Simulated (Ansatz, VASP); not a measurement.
**TiO2 in VASP and in Ansatz**

```
Ti O
1.0
     1.49254   -2.58833    0.00241
    -4.40303   -2.53988   -0.88874
    -0.73996    1.29393   -4.49885
Ti O
2 4
Direct
  0.47656 0.51227 0.95312
  0.02346 0.98771 0.04689
  0.10695 0.63161 0.21386
  0.61092 0.13554 0.22182
  0.39304 0.86839 0.78615
  0.88907 0.36448 0.77816
```

Change from the starting cell: cell x2, atoms moved at random (sigma 0.05 Å) and cell strained at random (1.5 %), then relaxed without symmetry.

Alike in both runs: functional PBE; dispersion D3(BJ); k mesh 6 × 4 × 6; occupations gaussian, width 0.1 eV; no spin polarisation.

Ansatz relaxed the structure, and its values are those at the end. VASP's run is a single point on that final structure, the one shown.

|  | VASP | Ansatz |
| --- | --- | --- |
| version | VASP 6.6.1 | Ansatz 0.2.0 |
| potentials or method | VASP PAW PBE potentials, release 64 (Ti_sv, O), cutoff 520 eV | scalar-relativistic, plane waves, PAW |
| valence electrons in the cell | 48 | 48 |

```tsv
	VASP	Ansatz	Ansatz less VASP
gap on the k mesh at the Fermi level (eV)	2.72	2.74	+0.026
least direct gap on the mesh (eV)	2.75	2.78	+0.025
pressure (GPa)	0.8	0.0	-0.76
rms of the force components (eV/Å)	0.038	0.002	-0.0364
```
